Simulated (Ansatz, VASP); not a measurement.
# Si in VASP and in Ansatz

```
Si
1.0
     6.89673    0.00000    0.00000
     0.00000    6.89673    0.00000
     0.00000    0.00000    5.29183
Si
8
Direct
  0.50000 0.00000 0.79030
  0.00000 0.50000 0.79030
  0.24603 0.00000 0.50000
  0.75397 0.00000 0.50000
  0.00000 0.24603 0.50000
  0.00000 0.75397 0.50000
  0.50000 0.00000 0.20970
  0.00000 0.50000 0.20970
```

Alike in both runs: functional PBE; k mesh 6 × 6 × 8; occupations gaussian, width 0.1 eV; no spin polarisation.

Ansatz relaxed the structure, and its values are those at the end. VASP's run is a single point on that final structure, the one shown.

|  | VASP | Ansatz |
| --- | --- | --- |
| version | VASP 6.6.1 | Ansatz 0.2.0 |
| potentials or method | VASP PAW PBE potentials, release 64 (Si), cutoff 520 eV | scalar-relativistic, plane waves, PAW |
| valence electrons in the cell | 32 | 32 |

```csv
,VASP,Ansatz,Ansatz less VASP
gap on the k mesh at the Fermi level (eV),none,none,-
pressure (GPa),0.0,0.0,+0.05
```

A gap of «none» marks a metal or a gap that the smearing closes. The functional is the same, so the differences come from potentials, cutoffs and numerics.
